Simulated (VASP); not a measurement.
# Sr12HO in VASP: single point with PBE+D3(BJ)

Aim: the single point of Sr12HO with PBE+D3(BJ).

Everything below comes from runs of VASP 6.6.1. Logs are shortened: lines on timing, memory, paths and dates and some standing lists are left out, and cuts for length are marked.

**1. The cell of the first run**

The cell holds a slab with vacuum, 14 atoms: a = 8.598 Å, b = 8.598 Å, c = 18.021 Å, α = 90.00°, β = 90.00°, γ = 60.00°.

**2. Single point, PBE+D3(BJ)**

Contents of INCAR:

```
SYSTEM = Sr12HO
PREC     = Accurate       ! precision mode
ENCUT    = 520            ! plane-wave cutoff, eV
EDIFF    = 1E-6           ! SCF threshold, eV
ISMEAR   = 0              ! smearing method
SIGMA    = 0.15           ! smearing width, eV
LREAL    = .FALSE.        ! projectors in reciprocal space
LASPH    = .TRUE.         ! aspherical terms in the spheres
NELM     = 120            ! most SCF steps
ALGO     = Normal         ! electronic algorithm
ISIF     = 2              ! what is computed and relaxed
LWAVE    = .FALSE.        ! write WAVECAR
LCHARG   = .FALSE.        ! write CHGCAR
GGA      = PE             ! functional
IVDW     = 12             ! dispersion correction
NBANDS   = 76             ! bands
GGA_COMPAT= .FALSE.      
NELMDL   = -8
```

Contents of KPOINTS:

```
Automatic mesh
0
G
  3 3 1
  0 0 0
```

Contents of POSCAR:

```
Sr12HO
1.0
    8.5984180000      0.0000000000      0.0000000000
    4.2992090000      7.4464490000      0.0000000000
    0.0000000000      0.0000000000     18.0205790000
Sr O H
12 1 1
Direct
    0.1666667000      0.1666667000      0.0554921000
    0.6666667000      0.1666667000      0.0554921000
    0.1666667000      0.6666667000      0.0554921000
    0.6666667000      0.6666667000      0.0554921000
   -0.1661744993      0.3330996839      0.2415957162
    0.3329396280      0.3328280296      0.2416436280
   -0.1668888424      0.8334219642      0.2359221592
    0.3329030275      0.8342341377      0.2416329321
   -0.0079453872     -0.0092683426      0.4289382685
    0.5186149093     -0.0093005791      0.4288965319
   -0.0079000154      0.5171663391      0.4289418467
    0.5005846141      0.4997092373      0.4216510963
   -0.1657090974      0.8328367365      0.4787436727
   -0.1657007847      0.8328749989      0.5329923074
```

Potentials or basis: VASP PAW PBE potentials, release 64 (Sr_sv, O, H).

Command:

```
$ cat potpaw_PBE.64/Sr_sv/POTCAR potpaw_PBE.64/O/POTCAR potpaw_PBE.64/H/POTCAR > POTCAR
$ mpirun -np 1 vasp_std > vasp.out
```

OUTCAR:

```text
SYSTEM = Sr12HO
   PREC = Accurate
   ENCUT = 520
   EDIFF = 1E-6
   ISMEAR = 0
   LREAL = .FALSE.
   LASPH = .TRUE.
   NELM = 120
   ISIF = 2
   GGA = PE
   IVDW = 12
   NELMDL = -8
 IVDW          = 12

 ion  position               nearest neighbor table
   1  0.167  0.167  0.055-   8 4.17   6 4.17   5 4.17   2 4.30   2 4.30   3 4.30   4 4.30   3 4.30
                             4 4.30
   2  0.667  0.167  0.055-   7 4.09   5 4.17   6 4.17   1 4.30   1 4.30   3 4.30   4 4.30   4 4.30
                             3 4.30
   3  0.167  0.667  0.055-   7 4.09   8 4.17   6 4.18   4 4.30   4 4.30   1 4.30   2 4.30   2 4.30
                             1 4.30
   4  0.667  0.667  0.055-   7 4.09   5 4.17   8 4.17   3 4.30   3 4.30   1 4.30   2 4.30   1 4.30
                             2 4.30
   5  0.834  0.333  0.242-  12 4.08   1 4.17   4 4.17   2 4.17  11 4.23   9 4.23   8 4.29   6 4.29
                             7 4.30   7 4.30   6 4.31   8 4.31
   6  0.333  0.333  0.242-  12 4.09   1 4.17   2 4.17   3 4.18  11 4.22  10 4.23   8 4.29   5 4.29
                             7 4.30   7 4.30   5 4.31   8 4.31
   7  0.833  0.833  0.236-   4 4.09   2 4.09   3 4.09  10 4.19   9 4.20  11 4.20   6 4.30   8 4.30
                             5 4.30   5 4.30   8 4.30   6 4.30
   8  0.333  0.834  0.242-  12 4.09   1 4.17   4 4.17   3 4.17   9 4.22  10 4.23   6 4.29   5 4.29
                             7 4.30   7 4.30   5 4.31   6 4.31
   9  0.992  0.991  0.429-  13 2.52  14 3.01  10 4.07  11 4.07   7 4.20   8 4.22   5 4.23  12 4.30
                            12 4.31  11 4.53  10 4.53
  10  0.519  0.991  0.429-  13 2.52  14 3.01   9 4.07  11 4.07   7 4.19   6 4.23   8 4.23  12 4.30
                            12 4.30  11 4.53   9 4.53
  11  0.992  0.517  0.429-  13 2.52  14 3.01  10 4.07   9 4.07   7 4.20   6 4.22   5 4.23  12 4.30
                            12 4.31   9 4.53  10 4.53
  12  0.501  0.500  0.422-   5 4.08   6 4.09   8 4.09  11 4.30   9 4.30  10 4.30  10 4.30   9 4.31
                            11 4.31
  13  0.834  0.833  0.479-  14 0.98   9 2.52  11 2.52  10 2.52
  14  0.834  0.833  0.533-  13 0.98   9 3.01  11 3.01  10 3.01

  LATTYP: Found a hexagonal cell.
 ALAT       =     8.5984185020
 C/A-ratio  =     2.0958015705

  Lattice vectors:

 A1 = (  -4.2992090000,  -7.4464490000,   0.0000000000)
 A2 = (   8.5984180000,   0.0000000000,   0.0000000000)
 A3 = (   0.0000000000,   0.0000000000,  18.0205790000)

Analysis of symmetry for initial positions (statically):
=====================================================================
 Subroutine PRICEL returns:
 Original cell was already a primitive cell.

 Routine SETGRP: Setting up the symmetry group for a
 hexagonal supercell.

 Subroutine GETGRP returns: Found  1 space group operations
 (whereof  1 operations were pure point group operations)
 out of a pool of 24 trial point group operations.

The static configuration has the point symmetry C_1 .

Analysis of symmetry for dynamics (positions and initial velocities):
=====================================================================
 Subroutine PRICEL returns:
 Original cell was already a primitive cell.

 Routine SETGRP: Setting up the symmetry group for a
 hexagonal supercell.

 Subroutine GETGRP returns: Found  1 space group operations
 (whereof  1 operations were pure point group operations)
 out of a pool of 24 trial point group operations.

The dynamic configuration has the point symmetry C_1 .

 Subroutine INISYM returns: Found  1 space group operations
 (whereof  1 operations are pure point group operations),
 and found     1 'primitive' translations

----------------------------------------------------------------------------------------

                                     Primitive cell

  volume of cell :    1153.8159

  direct lattice vectors                    reciprocal lattice vectors
     8.598418000  0.000000000  0.000000000     0.116300464 -0.067146099  0.000000000
     4.299209000  7.446449000  0.000000000     0.000000000  0.134292198  0.000000000
     0.000000000  0.000000000 18.020579000     0.000000000  0.000000000  0.055492113

  length of vectors
     8.598418000  8.598418502 18.020579000     0.134292205  0.134292198  0.055492113

  position of ions in fractional coordinates (direct lattice)
     0.166666700  0.166666700  0.055492100
     0.666666700  0.166666700  0.055492100
     0.166666700  0.666666700  0.055492100
     0.666666700  0.666666700  0.055492100
     0.833825501  0.333099684  0.241595716
     0.332939628  0.332828030  0.241643628
     0.833111158  0.833421964  0.235922159
     0.332903028  0.834234138  0.241632932
     0.992054613  0.990731657  0.428938268
     0.518614909  0.990699421  0.428896532
     0.992099985  0.517166339  0.428941847
     0.500584614  0.499709237  0.421651096
     0.834290903  0.832836736  0.478743673
     0.834299215  0.832874999  0.532992307

  ion indices of the primitive-cell ions
   primitive index   ion index
                 1           1
                 2           2
                 3           3
                 4           4
                 5           5
                 6           6
                 7           7
                 8           8
                 9           9
                10          10
                11          11
                12          12
                13          13
                14          14

----------------------------------------------------------------------------------------

 KPOINTS: Automatic mesh

Automatic generation of k-mesh.
 Grid dimensions read from file:
 generate k-points for:    3    3    1

 Generating k-lattice:

  Cartesian coordinates                     Fractional coordinates (reciprocal lattice)
     0.038766821 -0.022382033  0.000000000     0.333333333  0.000000000  0.000000000
     0.000000000  0.044764066  0.000000000     0.000000000  0.333333333  0.000000000
     0.000000000  0.000000000  0.055492113     0.000000000  0.000000000  1.000000000

  Length of vectors
     0.044764068  0.044764066  0.055492113

  Shift w.r.t. Gamma in fractional coordinates (k-lattice)
     0.000000000  0.000000000  0.000000000

 Subroutine IBZKPT returns following result:
 ===========================================

 Found      5 irreducible k-points:

 Following reciprocal coordinates:
            Coordinates               Weight
  0.000000  0.000000  0.000000      1.000000
  0.333333  0.000000  0.000000      2.000000
  0.333333  0.333333  0.000000      2.000000
  0.000000  0.333333  0.000000      2.000000
 -0.333333  0.333333  0.000000      2.000000
   k-points           NKPTS =      5   k-points in BZ     NKDIM =      5   number of bands    NBANDS=     76
   number of dos      NEDOS =    301   number of ions     NIONS =     14
   total plane-waves  NPLWV = 573440
   dimension x,y,z NGX =    64 NGY =   64 NGZ =  140
   dimension x,y,z NGXF=   128 NGYF=  128 NGZF=  280
   ions per type =              12   1   1
   NGX,Y,Z   is equivalent  to a cutoff of  12.37, 12.37, 12.92 a.u.
   NGXF,Y,Z  is equivalent  to a cutoff of  24.75, 24.75, 25.83 a.u.
 SYSTEM =  Sr12HO
   PREC   = accura    normal or accurate (medium, high low for compatibility)
   ISTART =      0    job   : 0-new  1-cont  2-samecut
   ICHARG =      2    charge: 1-file 2-atom 10-const
   ISPIN  =      1    spin polarized calculation?
   LNONCOLLINEAR =      F non collinear calculations
   LSORBIT =      F    spin-orbit coupling
   LASPH  =      T    aspherical Exc in radial PAW
   ENCUT  =  520.0 eV  38.22 Ry    6.18 a.u.  15.99 15.99 33.51*2*pi/ulx,y,z
   NELM   =    120;   NELMIN=  2; NELMDL= -8     # of ELM steps
   EDIFF  = 0.1E-05   stopping-criterion for ELM
   LREAL  =      F    real-space projection
   EDIFFG = 0.1E-04   stopping-criterion for IOM
   NSW    =      0    number of steps for IOM
   IBRION =     -1    ionic relax: 0-MD 1-quasi-New 2-CG
   NFREE  =      0    steps in history (QN), initial steepest desc. (CG)
   ISIF   =      2    stress and relaxation
   ISYM   =      2    0-nonsym 1-usesym 2-fastsym
   POTIM  = 0.5000    time-step for ionic-motion
   TEBEG  =    0.0;   TEEND  =   0.0 temperature during run
   PSTRESS=    0.0 pullay stress
   NELECT =     127.0000    total number of electrons
   NUPDOWN=      -1.0000    fix difference up-down
   EMIN   =  10.00;   EMAX   =-10.00  energy-range for DOS
   EFERMI =   0.00;   METHOD = LEGACY
   ISMEAR =     0;   SIGMA  =   0.15  broadening in eV -4-tet -1-fermi 0-gaus
   EFERMI_NEDOS =   21; number of points for ismear=-14 and -15
   IALGO  =     38    algorithm
   IMIX   =      4    mixing-type and parameters
     AMIX     =   0.40;   BMIX     =  1.00
     AMIX_MAG =   1.60;   BMIX_MAG =  1.00
  volume/ion in A,a.u.               =      82.42       556.17
  Fermi-wavevector in a.u.,A,eV,Ry     =   0.784568  1.482618  8.375024  0.615547
  Thomas-Fermi vector in A             =   1.888727
   LORBIT       =      0    0 simple, 1 ext, 2 COOP (PROOUT), +10 PAW based schemes
   GGA     = PE    functional components
   LHFCALC =     F    Hartree Fock is set to
   AEXX    =    0.0000 exact exchange contribution
   IVDW    =    12    specifies the selected vdW correction
   LEPSILON=     F    determine dielectric tensor
   LRPA    =     F    only Hartree local field effects (RPA)
 non-spin polarized calculation
 Gauss-broadening in eV      SIGMA  =   0.15
  energy-cutoff  :      520.00
  volume of cell :     1153.82
 maximum number of plane-waves:     31194
   NGX = 31   NGY = 31   NGZ = 67

 number of electron     127.0000002 magnetization

 Free energy of the ion-electron system (eV)
  ---------------------------------------------------
  ext. energy  EPLUGINS =         0.00000000
  ---------------------------------------------------
  free energy    TOTEN  =       -30.11365493 eV

  energy without entropy =      -29.94699824  energy(sigma->0) =      -30.03032659

 E-fermi :   0.0569     XC(G=0):  -5.0222

 val. band max:        0.0252968114   @ k =   0.3333   0.3333   0.0000
 cond. band min:       0.2266087029   @ k =   0.0000   0.0000   0.0000
 fundamental gap:      0.2013118915
 Fermi energy:         0.0569385795

 k-point     1 :       0.0000    0.0000    0.0000
  band No.  band energies     occupation
      1     -36.8986      2.00000
      2     -36.8923      2.00000
      3     -36.8911      2.00000
      4     -36.8876      2.00000
      5     -36.8872      2.00000
      6     -36.7156      2.00000
[... 67 lines left out ...]
     74       0.6546      0.00000
     75       0.6562      0.00000

 k-point     2 :       0.3333    0.0000    0.0000
  band No.  band energies     occupation
      1     -36.8972      2.00000
      2     -36.8923      2.00000
      3     -36.8912      2.00000
      4     -36.8889      2.00000
      5     -36.8872      2.00000
      6     -36.7147      2.00000
[... 226 lines left out ...]
 k-point     5 :      -0.3333    0.3333    0.0000
  band No.  band energies     occupation
      1     -36.8964      2.00000
      2     -36.8923      2.00000
      3     -36.8908      2.00000
      4     -36.8903      2.00000
      5     -36.8870      2.00000
      6     -36.7142      2.00000
[... 67 lines left out ...]
     74       0.9177      0.00000
     75       0.9297      0.00000
 [bands above 75 left out]

------------------------ aborting loop because EDIFF is reached ----------------------------------------

 Edisp (eV)   -1.85828

 E8    (eV) :    -1.0270

  FORCE on cell =-STRESS in cart. coord.  units (eV):
  Direction    XX          YY          ZZ          XY          YZ          ZX
  --------------------------------------------------------------------------------------
  -------------------------------------------------------------------------------------
  Total      -2.12075    -2.13788    -0.13027    -0.01326     0.00995    -0.01756
  in kB      -2.94485    -2.96863    -0.18090    -0.01842     0.01381    -0.02438
  external pressure =       -2.03 kB  Pullay stress =        0.00 kB

 VOLUME and BASIS-vectors are now :
 -----------------------------------------------------------------------------
  energy-cutoff  :      520.00
  volume of cell :     1153.82
      direct lattice vectors                 reciprocal lattice vectors
     8.598418000  0.000000000  0.000000000     0.116300464 -0.067146099  0.000000000
     4.299209000  7.446449000  0.000000000     0.000000000  0.134292198  0.000000000
     0.000000000  0.000000000 18.020579000     0.000000000  0.000000000  0.055492113

 POSITION                                       TOTAL-FORCE (eV/Angst)
 -----------------------------------------------------------------------------------
      2.14960      1.24108      1.00000        -0.000224      0.000183      0.026576
      6.44881      1.24108      1.00000        -0.000397      0.019352     -0.012022
      4.29921      4.96430      1.00000         0.016685     -0.009736     -0.010617
      8.59842      4.96430      1.00000        -0.017067     -0.009300     -0.012181
      8.60165      2.48041      4.35369         0.003806     -0.002499     -0.000160
      4.29365      2.47839      4.35456         0.000349      0.002088     -0.002170
     10.74649      6.20603      4.25145         0.004011     -0.002060      0.003832
      6.44899      6.21208      4.35437        -0.001406     -0.001356     -0.001715
     12.78946      7.37743      7.72972         0.019777      0.014508     -0.012749
      8.71849      7.37719      7.72896        -0.023069      0.012872     -0.010272
     10.75390      3.85105      7.72978        -0.003072     -0.023747     -0.012399
      6.45259      3.72106      7.59840         0.001404     -0.000673      0.005253
     10.75412      6.20168      8.62724        -0.000349      0.000432     -0.084354
     10.75436      6.20196      9.60483        -0.000448     -0.000066      0.122979
 -----------------------------------------------------------------------------------
    total drift:                               -0.000062      0.000042      0.000225

  FREE ENERGIE OF THE ION-ELECTRON SYSTEM (eV)
  ---------------------------------------------------
  free  energy   TOTEN  =       -31.9719383663 eV

  energy  without entropy=      -31.8052816768  energy(sigma->0) =      -31.88861002
```

Run time: 36 min. Hardware: 1 thread of Oxide Virtual Turin-like, shared host; peak memory 1.1 GiB.

Results:

- Free energy: -31.9719 eV
- Largest force: 0.123 eV/Å
- Band gap on the k mesh: zero (an odd number of electrons rules out a gap without spin polarisation)
- Dispersion energy per atom: -0.133 eV

Forces on the atoms (eV/Å):
```
Sr   0.000  0.000  0.027
Sr   0.000  0.019 -0.012
Sr   0.017 -0.010 -0.011
Sr  -0.017 -0.009 -0.012
Sr   0.004 -0.002  0.000
Sr   0.000  0.002 -0.002
Sr   0.004 -0.002  0.004
Sr  -0.001 -0.001 -0.002
Sr   0.020  0.015 -0.013
Sr  -0.023  0.013 -0.010
Sr  -0.003 -0.024 -0.012
Sr   0.001 -0.001  0.005
O    0.000  0.000 -0.084
H    0.000  0.000  0.123
```

Levels at points of the mesh, in eV from the Fermi level:
| k point | band 62 | band 63 | band 64 | band 65 | band 66 | band 67 |
| --- | --- | --- | --- | --- | --- | --- |
| (0.00, 0.00, 0.00) | -0.52 | -0.52 | -0.43 | 0.17 | 0.17 | 0.18 |

Caveat: there is no dipole correction, which matters where the two faces differ.

The gap in the log of VASP goes by the Fermi energy; the results here count the filled bands.